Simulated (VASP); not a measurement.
Set up this calculation in VASP 6.6.1, as the native input.

```
Task                   : relaxation of cell and atoms
Functional             : PBEsol
Potentials or basis    : VASP PAW PBE potentials, release 64 (Pt)
Cutoff                 : 600 eV
k mesh                 : 12 × 12 × 12
Occupations            : fermi-dirac, width 0.05 eV
Spin                   : no spin polarisation
Target pressure        : 30 GPa
Dipole correction      : no
Further INCAR settings : ALGO = Normal; EDIFF = 1e-07; IBRION = 2; EDIFFG = -0.01; NSW = 60; ISIF = 3
```

The structure of Pt lies in POSCAR:

```
Pt
1.0
   -1.5842200000      1.5842200000      1.5842200000
    1.5842200000     -1.5842200000      1.5842200000
    1.5842200000      1.5842200000     -1.5842200000
Pt
1
Direct
    0.0000000000      0.0000000000      0.0000000000
```

These files were run (other wordings do the same):

INCAR

```
SYSTEM = Pt
PREC = Accurate ; ENCUT = 600
EDIFF = 1E-7 ; ISMEAR = -1
SIGMA = 0.05 ; LREAL = .FALSE.
LASPH = .TRUE. ; NELM = 80
ALGO = Normal ; ISIF = 3
LWAVE = .FALSE. ; LCHARG = .FALSE.
GGA = PS ; IBRION = 2
NSW = 60 ; EDIFFG = -0.01
PSTRESS = 300.0
```

KPOINTS

```
Automatic mesh
0
G
  12 12 12
  0 0 0
```

Potentials or basis: VASP PAW PBE potentials, release 64 (Pt).

Command:

```sh
$ cat potpaw_PBE.64/Pt/POTCAR > POTCAR
$ mpirun -np 1 vasp_std > vasp.out
```

It gave:

```json
{"Relaxed volume": "13.93 Å³/atom", "Relaxed cell": "a = 2.625 Å, b = 2.625 Å, c = 2.625 Å, α = 109.47°, β = 109.47°, γ = 109.47°", "Space group after relaxing (to 0.05 Å)": "Im-3m (No. 229)", "Energy change on relaxing (the enthalpy is what falls)": "+80.3 meV/atom", "Ionic steps": "15", "Pressure after relaxing": "30.1 GPa", "Band gap on the k mesh": "zero (band 5 reaches 13.73 eV, above the bottom of band 6 at 11.01 eV)"}
```

Caveat: the cell is relaxed towards a set pressure, so the enthalpy falls and the energy may rise; the PAW data sets were made with another functional, which shifts forces and pressure a little; spin-orbit coupling is left out, which moves the levels of the heavy elements.

Run time: 68 s on 1 thread of Intel Xeon 6975P-C (shared host), peak memory 0.18 GiB.
